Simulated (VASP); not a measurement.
# BeS (F-43m) in VASP: a series of runs, part 2 of 2

VASP 6.6.1.

## 4. Relaxation of cell and atoms, HSE06

Contents of POSCAR:

```
BeS
1.0
    0.0000000000      2.4343058979      2.4343058979
    2.4343058979      0.0000000000      2.4343058979
    2.4343058979      2.4343058979      0.0000000000
Be S
1 1
Direct
    0.0000000000      0.0000000000      0.0000000000
    0.7500000000      0.7500000000      0.7500000000
```

Contents of INCAR.step1:

```
SYSTEM = BeS
PREC = Accurate
ENCUT = 600
EDIFF = 1E-5
ISMEAR = -1
SIGMA = 0.02
LREAL = .FALSE.
LASPH = .TRUE.
NELM = 80
ALGO = Normal
LWAVE = .TRUE.
LCHARG = .FALSE.
GGA = PE
NBANDS = 11
```

Contents of INCAR.step2:

```
SYSTEM = BeS
PREC = Accurate
ENCUT = 600
EDIFF = 1E-6
ISMEAR = -1
SIGMA = 0.02
LREAL = .FALSE.
LASPH = .TRUE.
NELM = 80
ALGO = Normal
ISIF = 3
LWAVE = .FALSE.
LCHARG = .FALSE.
GGA = PE
LHFCALC = .TRUE.
HFSCREEN = 0.2079
PRECFOCK = Normal
IBRION = 2
NSW = 80
EDIFFG = -0.005
ISTART = 1
```

Contents of KPOINTS:

```
Automatic mesh
0
G
  6 6 6
  0 0 0
```

Potentials or basis: VASP PAW PBE potentials, release 64 (Be, S).

Launch:

```
$ cat potpaw_PBE.64/Be/POTCAR potpaw_PBE.64/S/POTCAR > POTCAR
$ cp INCAR.step1 INCAR
$ mpirun -np 1 vasp_std > vasp.out
$ cp INCAR.step2 INCAR
$ mpirun -np 1 vasp_std > vasp.out
```

OUTCAR:

```text
SYSTEM = BeS
   PREC = Accurate
   ENCUT = 600
   EDIFF = 1E-6
   ISMEAR = -1
   LREAL = .FALSE.
   LASPH = .TRUE.
   NELM = 80
   ISIF = 3
   GGA = PE
   LHFCALC = .TRUE.
   HFSCREEN = 0.2079
   PRECFOCK = Normal
   IBRION = 2
   NSW = 80
   EDIFFG = -0.005
   ISTART = 1

 ion  position               nearest neighbor table
   1  0.000  0.000  0.000-   2 2.11   2 2.11   2 2.11   2 2.11
   2  0.750  0.750  0.750-   1 2.11   1 2.11   1 2.11   1 2.11

  LATTYP: Found a face centered cubic cell.
 ALAT       =     4.8686117958

  Lattice vectors:

 A1 = (   0.0000000000,   2.4343058979,   2.4343058979)
 A2 = (   2.4343058979,   0.0000000000,   2.4343058979)
 A3 = (   2.4343058979,   2.4343058979,   0.0000000000)

Analysis of symmetry for initial positions (statically):
=====================================================================
 Subroutine PRICEL returns:
 Original cell was already a primitive cell.

 Routine SETGRP: Setting up the symmetry group for a
 face centered cubic supercell.

 Subroutine GETGRP returns: Found 24 space group operations
 (whereof 24 operations were pure point group operations)
 out of a pool of 48 trial point group operations.

The static configuration has the point symmetry T_d .

Analysis of symmetry for dynamics (positions and initial velocities):
=====================================================================
 Subroutine PRICEL returns:
 Original cell was already a primitive cell.

 Routine SETGRP: Setting up the symmetry group for a
 face centered cubic supercell.

 Subroutine GETGRP returns: Found 24 space group operations
 (whereof 24 operations were pure point group operations)
 out of a pool of 48 trial point group operations.

[... 103 lines left out ...]
   NUPDOWN=      -1.0000    fix difference up-down
   EMIN   =  10.00;   EMAX   =-10.00  energy-range for DOS
   EFERMI =   0.00;   METHOD = LEGACY
   ISMEAR =    -1;   SIGMA  =   0.02  broadening in eV -4-tet -1-fermi 0-gaus
   EFERMI_NEDOS =   21; number of points for ismear=-14 and -15
   IALGO  =     38    algorithm
   IMIX   =      1    mixing-type and parameters
     AMIX     =   0.40;   BMIX     =  1.00
     AMIX_MAG =   1.60;   BMIX_MAG =  1.00
  volume/ion in A,a.u.               =      14.43        97.35
  Fermi-wavevector in a.u.,A,eV,Ry     =   1.067545  2.017368 15.505922  1.139653
  Thomas-Fermi vector in A             =   2.203165
   LORBIT       =      0    0 simple, 1 ext, 2 COOP (PROOUT), +10 PAW based schemes
   GGA     = PE    functional components
   LHFCALC =     T    Hartree Fock is set to
   PRECFOCK=normal    Normal, Fast or Accurate (Low or Medium for compatibility)
   ENCUT4O =  -1.0   cutoff for four orbital integrals eV
   NKREDX  =     1    reduce k-point grid by
   NKREDY  =     1    reduce k-point grid by
   NKREDZ  =     1    reduce k-point grid by
   AEXX    =    0.2500 exact exchange contribution
   HFSCREEN=    0.2079 screening length (either q_TF or 0.3 A-1)
   HFSCREENC=   0.2079 screening length for correlation (either q_TF or 0.3 A-1)
   ENCUTFOCK=  -1.0 apply spherical cutoff to Coloumb kernel
   IVDW    =     0    specifies the selected vdW correction
   LEPSILON=     F    determine dielectric tensor
   LRPA    =     F    only Hartree local field effects (RPA)
 conjugate gradient relaxation of ions
 non-spin polarized calculation
  energy-cutoff  :      600.00
  volume of cell :       28.85
 maximum number of plane-waves:       982
  NGX = 24; NGY = 24; NGZ = 24

--------------------------------------- Ionic step        1  -------------------------------------------

 number of electron       7.9999999 magnetization

 Free energy of the ion-electron system (eV)
  ---------------------------------------------------
  ext. energy  EPLUGINS =         0.00000000
  ---------------------------------------------------
  free energy    TOTEN  =       -11.38762294 eV

  energy without entropy =      -11.38762294  energy(sigma->0) =      -11.38762294

------------------------ aborting loop because EDIFF is reached ----------------------------------------

  FORCE on cell =-STRESS in cart. coord.  units (eV):
  Direction    XX          YY          ZZ          XY          YZ          ZX
  --------------------------------------------------------------------------------------
  -------------------------------------------------------------------------------------
  Total       -0.1845988     -0.1845988     -0.1845988      0.0000000      0.0000000      0.0000000
  in kB      -10.2514176    -10.2514176    -10.2514176      0.0000000      0.0000000      0.0000000
  external PRESSURE =     -10.2514176 kB  Pullay stress =       0.0000000 kB
[... 59 lines left out ...]
--------------------------------------- Ionic step        3  -------------------------------------------

 number of electron       7.9999999 magnetization

 Free energy of the ion-electron system (eV)
  ---------------------------------------------------
  ext. energy  EPLUGINS =         0.00000000
  ---------------------------------------------------
  free energy    TOTEN  =       -11.38860417 eV

  energy without entropy =      -11.38860417  energy(sigma->0) =      -11.38860417

 E-fermi :   3.9898     XC(G=0):  -8.0848

 val. band max:        3.5114735439   @ k =   0.0000   0.0000   0.0000
 cond. band min:       7.5635748167   @ k =   0.5000   0.5000   0.0000
 fundamental gap:      4.0521012728
 Fermi energy:         3.9897702440

 k-point     1 :       0.0000    0.0000    0.0000
  band No.  band energies     occupation
      1     -11.5682      2.00000
      2       3.5115      2.00000
      3       3.5115      2.00000
      4       3.5115      2.00000
      5      10.3760      0.00000
      6      10.3760      0.00000
      7      10.3760      0.00000
      8      10.5678      0.00000
[... 192 lines left out ...]
  FREE ENERGIE OF THE ION-ELECTRON SYSTEM (eV)
  ---------------------------------------------------
  free  energy   TOTEN  =       -11.3886041691 eV

  energy  without entropy=      -11.3886041691  energy(sigma->0) =      -11.38860417

 reached required accuracy - stopping structural energy minimisation
```

OSZICAR.step1:

```text
N       E                     dE             d eps       ncg     rms          rms(c)
DAV:   1     0.235454701921E+02    0.23545E+02   -0.39881E+03   352   0.690E+02
DAV:   2    -0.867770218743E+01   -0.32223E+02   -0.30827E+02   459   0.127E+02
DAV:   3    -0.101702469442E+02   -0.14925E+01   -0.14883E+01   447   0.262E+01
DAV:   4    -0.101801974169E+02   -0.99505E-02   -0.99484E-02   445   0.248E+00
DAV:   5    -0.101802940037E+02   -0.96587E-04   -0.96585E-04   446   0.254E-01    0.556E+00
DAV:   6    -0.100483066647E+02    0.13199E+00   -0.11924E-01   420   0.164E+00    0.379E+00
DAV:   7    -0.100093343662E+02    0.38972E-01   -0.11497E-01   424   0.177E+00    0.101E+00
DAV:   8    -0.100105761758E+02   -0.12418E-02   -0.65351E-03   466   0.414E-01    0.141E-01
DAV:   9    -0.100106699971E+02   -0.93821E-04   -0.50658E-04   433   0.143E-01    0.278E-02
DAV:  10    -0.100107149663E+02   -0.44969E-04   -0.77355E-05   435   0.498E-02    0.103E-02
DAV:  11    -0.100107197688E+02   -0.48025E-05   -0.16911E-05   435   0.213E-02
   1 F= -.10010720E+02 E0= -.10010720E+02  d E =-.624123E-12
```

Wall time 7.9 min (1 thread of Intel Xeon 6975P-C (Granite Rapids), shared host); peak memory 0.27 GiB.

Results:

```
Free energy                           : -11.3886 eV
Relaxed volume                        : 14.27 Å³/atom
Relaxed cell                          : a = 3.431 Å, b = 3.431 Å, c = 3.431 Å, α = 60.00°, β = 60.00°, γ = 60.00°
Space group after relaxing (to 0.1 Å) : F-43m (No. 216)
Energy gained by relaxing             : 0.5 meV/atom
Ionic steps                           : 3
Pressure after relaxing               : 0.0 GPa
Band gap on the k mesh                : 4.05 eV (least direct gap 6.86 eV)
```

Step by step:
```tsv
step	energy change (eV)	largest force (eV/Å)	pressure (GPa)	volume (Å³)
1	0.0000	0.0000	-1.03	28.85
2	-0.0009	0.0000	0.27	28.47
3	-0.0010	0.0000	0.00	28.55
```

Final structure:
```cif
data_structure
_symmetry_space_group_name_H-M 'P 1'
_symmetry_Int_Tables_number 1
_cell_length_a 3.4305
_cell_length_b 3.4305
_cell_length_c 3.4305
_cell_angle_alpha 60.000
_cell_angle_beta 60.000
_cell_angle_gamma 60.000
_cell_volume 28.55
loop_
_atom_site_label
_atom_site_type_symbol
_atom_site_fract_x
_atom_site_fract_y
_atom_site_fract_z
_atom_site_occupancy
Be1 Be 0.00000 0.00000 0.00000 1
S1 S 0.75000 0.75000 0.75000 1
```

Caveat: the PAW data sets were made with another functional, which shifts forces and pressure a little. A k mesh can miss the band edges.

## 5. Overview

| task | level | cell | cutoff (eV) | smearing | share of exact exchange | screening parameter | gap on the mesh (eV) | pressure (GPa) |
| --- | --- | --- | --- | --- | --- | --- | --- | --- |
| single point | HF | as given | 520 | gaussian 0.01 eV | 1 | - | 10.50 | 4.2 |
| single point | r2SCANh | as given | 520 | gaussian 0.01 eV | 0.1 | - | 4.18 | -0.1 |
| relaxation of cell and atoms | HSE06 | relaxed | 600 | fermi-dirac 0.02 eV | 0.25 | 0.2079 1/Å | 4.05 | 0.0 |

Alike in all rows: potentials or basis VASP PAW PBE potentials, release 64 (Be, S); no spin polarisation; k mesh 6 × 6 × 6.

Caveats: the PAW data sets were made with another functional, which shifts forces and pressure a little; the cell stands under pressure (at least some runs).

Total energies depend on the potentials used, so only differences within one code and one set of settings carry meaning.
